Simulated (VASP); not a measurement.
CrO2 (e600), 6 atoms in the cell. It takes space group P4_2/mnm (No. 136, tetragonal). Conventional cell: a = 4.444 Å, b = 4.444 Å, c = 2.921 Å, α = 90.00°, β = 90.00°, γ = 90.00°. Cr (site symmetry mmm) has 6 O at 1.91 Å within 2.5 Å. O (site symmetry m2m) has 3 Cr at 1.91 Å and 1 O at 2.47 Å within 2.5 Å. 

```yaml
Program: VASP 6.6.1
Task: single point
Functional: PBE
Potentials_or_basis: VASP PAW PBE potentials, release 64 (Cr_pv, O)
Cutoff: 520 eV
k_mesh: 8 × 8 × 12
Occupations: gaussian, width 0.1 eV
Spin: collinear spin, ferromagnetic start
Starting_moments: "[1.9, 1.9, 0.0, 0.0, 0.0, 0.0] μB"
Dipole_correction: no
Further_INCAR_settings: ALGO = Normal; EDIFF = 1e-06; NBANDS = 37
```

Potentials or basis: VASP PAW PBE potentials, release 64 (Cr_pv, O).

Launch:

```console
$ cat potpaw_PBE.64/Cr_pv/POTCAR potpaw_PBE.64/O/POTCAR > POTCAR
$ mpirun -np 1 vasp_std > vasp.out
```

Hardware: 1 thread of Intel(R) Xeon(R) 6975P-C (Granite Rapids) (shared host).

Question: How long does it take, and how much memory?

Answer: Wall time 3.3 min on 1 thread of Intel(R) Xeon(R) 6975P-C (Granite Rapids), with other jobs on the host, peak memory 0.42 GiB. Counts: scf iterations 17, k points 105.
